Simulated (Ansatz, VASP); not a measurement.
## Two plane-wave programs on Ti

```
Ti
1.0
    -1.66972    1.64100    1.64100
     1.66972   -1.64100    1.64100
     1.66972    1.64100   -1.64100
Ti
1
Direct
  0.00000 0.00000 0.00000
```

Change from the starting cell: strain +0.0175 x Voigt [1, 0, 0, 0, 0, 0], atoms carried along.

Alike in both runs: task single point; functional PBE; k mesh 20 × 20 × 20; occupations gaussian, width 0.15 eV; no spin polarisation.

|  | VASP | Ansatz |
| --- | --- | --- |
| version | VASP 6.6.1 | Ansatz 0.2.0 |
| potentials or method | VASP PAW PBE potentials, release 64 (Ti_sv), cutoff 520 eV | scalar-relativistic, plane waves, PAW |
| valence electrons in the cell | 12 | 12 |

Ansatz gave:

```
gap on the k mesh at the Fermi level (eV)                     : none
pressure (GPa)                                                : -4.0
traceless stress, the component that is largest in VASP (GPa) : 0.29
```

**Question.** Estimate VASP's values.

**Answer.** gap on the k mesh at the Fermi level (eV): none; pressure (GPa): -4.3; traceless stress, the component that is largest in VASP (GPa): 0.29.

A gap of «none» marks a metal or a gap that the smearing closes.
